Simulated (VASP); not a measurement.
# Sb: single point with LDA

Crystal: Sb.

```
Sb
1.0
     4.41687   -0.04045   -0.02801
     2.36450    3.73089   -0.02801
     2.36450    1.28677    3.50208
Sb
2
Cartesian
  2.1573 1.1740 0.8128
  6.9886 3.8032 2.6332
```

```
Program             : VASP 6.6.1
Task                : single point
Functional          : LDA
Potentials or basis : VASP PAW LDA potentials, release 64 (Sb_d_GW)
Cutoff              : 500 eV
k mesh              : 12 × 12 × 12
Occupations         : gaussian, width 0.05 eV
Spin                : no spin polarisation
```

- Pressure: 0.0 GPa
- Largest force: 0.011 eV/Å
- Band gap on the k mesh: zero (band 15 reaches 5.57 eV, above the bottom of band 16 at 5.30 eV)

Forces in eV/Å, atoms in the order of the input:
```
Sb   0.009  0.005  0.003
Sb  -0.009 -0.005 -0.003
```

Levels at points of the mesh, in eV from the Fermi level:
```csv
k point,band 11,band 12,band 13,band 14,band 15,band 16,band 17,band 18,band 19,band 20
"(0.00, 0.00, 0.00)",-12.86,-4.64,-1.94,-1.79,-1.79,2.42,2.90,2.90,5.12,5.12
"(0.50, 0.00, 0.00)",-10.39,-9.77,-1.73,-1.55,-0.26,-0.11,0.28,0.34,7.99,8.84
"(0.50, 0.50, 0.00)",-10.37,-7.89,-5.61,-3.78,-3.74,1.65,5.18,5.59,7.28,9.48
"(0.50, 0.50, 0.50)",-11.07,-9.20,-1.21,-1.21,-0.40,0.00,0.00,1.01,7.43,9.27
```

Wall time 3 min on 1 thread of Intel(R) Xeon(R) Platinum 8488C (Sapphire Rapids) (shared host), peak memory 0.33 GiB.

Caveat: spin-orbit coupling is left out, which moves the levels of the heavy elements.
